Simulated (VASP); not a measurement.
# SrHfSn3: single point with PBE

SrHfSn3:

```
CELL_PARAMETERS angstrom
3.31963 1.91659 5.40885
-3.31963 1.91659 5.40885
0.00000 -3.83318 5.40885
ATOMIC_POSITIONS crystal
Sr 0.75000 0.75000 0.75000
Sr 0.25000 0.25000 0.25000
Hf 0.50000 0.50000 0.50000
Hf 0.00000 0.00000 0.00000
Sn 0.22500 0.27500 0.75000
Sn 0.27500 0.75000 0.22500
Sn 0.77500 0.72500 0.25000
Sn 0.25000 0.77500 0.72500
Sn 0.72500 0.25000 0.77500
Sn 0.75000 0.22500 0.27500
```

```yaml
Program: VASP 6.6.1
Task: single point
Functional: PBE
Potentials_or_basis: VASP PAW PBE potentials, release 64 (Sr_sv, Hf_pv, Sn_d)
Cutoff: 520 eV
k_mesh: 3 × 3 × 3
Occupations: gaussian, width 0.1 eV
Spin: no spin polarisation
Dipole_correction: no
Further_INCAR_settings: ALGO = Fast; EDIFF = 1e-06; NBANDS = 73
```

```yaml
Pressure: 58.5 GPa
Largest_force: 0.333 eV/Å
Band_gap_on_the_k_mesh: zero (bands 62 and 63 overlap by 0.03 eV)
```

Forces on the atoms (eV/Å):
```
Sr   0.000  0.000  0.000
Sr   0.000  0.000  0.000
Hf   0.000  0.000  0.000
Hf   0.000  0.000  0.000
Sn  -0.333  0.000  0.000
Sn   0.167  0.289  0.000
Sn   0.333  0.000  0.000
Sn  -0.167  0.289  0.000
Sn  -0.167 -0.289  0.000
Sn   0.167 -0.289  0.000
```

Stress tensor (GPa, compression positive):
```
58.87  0.00  0.00
 0.00 58.87  0.00
 0.00  0.00 57.87
```

Levels at points of the mesh, in eV from the Fermi level:
```
           k point  band 59  band 60  band 61  band 62  band 63  band 64  band 65  band 66
(0.00, 0.00, 0.00)    -2.10    -0.01     0.06     0.06     0.58     1.12     1.12     1.49
```

Run time: 19 min on 1 thread of Oxide Virtual Turin-like Processor, on a shared host, peak memory 0.37 GiB.

Caveat: the k points lie up to 0.39 Å⁻¹ apart; spin-orbit coupling is left out, which moves the levels of the heavy elements.
